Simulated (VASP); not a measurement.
A run of VASP 6.6.1:

The input INCAR:

```
ALGO = Normal
EDIFF = 1E-6
ENCUT = 600
GGA = PS
GGA_COMPAT = F
ISIF = 2
ISMEAR = 0
LASPH = T
LCHARG = T
LELF = T
LREAL = F
LVHAR = T
LWAVE = F
NBANDS = 11
NELM = 120
PREC = Accurate
SIGMA = 0.01
```

File KPOINTS:

```
k-points
0
Gamma
  6 6 6
```

Contents of POSCAR:

```
SiC
1.0
    0.0102279386      2.1900142728      2.1702434409
    2.1900142728      0.0102279386      2.1702434409
    2.2002422113      2.2002422113     -0.0000000001
Si C
1 1
Direct
    0.0004669403      0.0004669403     -0.0004669403
    0.2495330597      0.2495330597      0.2504669403
```

Potentials or basis: VASP PAW PBE potentials, release 64 (Si, C).

Run with:

```console
$ cat potpaw_PBE.64/Si/POTCAR potpaw_PBE.64/C/POTCAR > POTCAR
$ mpirun -np 1 vasp_std > vasp.out
```

Hardware: 1 thread of Intel(R) Xeon(R) Platinum 8259CL CPU @ 2.50GHz (Skylake/Cascade Lake), with other jobs on the host.

Q: Estimate the wall time of this run.

A: Wall time 13 s on 1 thread of Intel(R) Xeon(R) Platinum 8259CL CPU @ 2.50GHz (Skylake/Cascade Lake) (shared host), peak memory 0.15 GiB. Counts: scf iterations 12, k points 46.
